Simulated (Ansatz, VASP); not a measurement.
TePb in VASP and in Ansatz

```
CELL_PARAMETERS angstrom
4.00760 -0.04189 -0.05508
-0.04189 3.99041 0.00947
-0.05508 0.00947 4.00462
ATOMIC_POSITIONS crystal
Pb 0.99810 0.99761 0.98637
Te 0.50190 0.50239 0.51363
```

Change from the starting cell: all atoms moved at random (sigma 0.06 Å), cell strained at random (1 %).

Alike in both runs: task single point; functional PBE; k mesh 8 × 8 × 8; occupations gaussian, width 0.05 eV; no spin polarisation.

|  | VASP | Ansatz |
| --- | --- | --- |
| version | VASP 6.6.1 | Ansatz 0.2.0 |
| potentials or method | VASP PAW PBE potentials, release 64 (Pb_d, Te), cutoff 520 eV | scalar-relativistic, plane waves, PAW |
| valence electrons in the cell | 20 | 30 |

|  | VASP | Ansatz | Ansatz less VASP |
| --- | --- | --- | --- |
| gap on the k mesh at the Fermi level (eV) | none | none | - |
| pressure (GPa) | 0.1 | 0.2 | +0.07 |
| traceless stress, the component that is largest in VASP (GPa) | 0.34 | 0.34 | -0.001 |
| rms of the force components (eV/Å) | 0.020 | 0.021 | +0.0003 |

Atom by atom the forces differ by 0.000 eV/Å (rms over components). A gap of «none» marks a metal or a gap that the smearing closes. VASP's potentials hold 20 valence electrons a cell and Ansatz's 30, so a difference there can come from the potentials and not from the codes.

Spin-orbit coupling is off throughout.
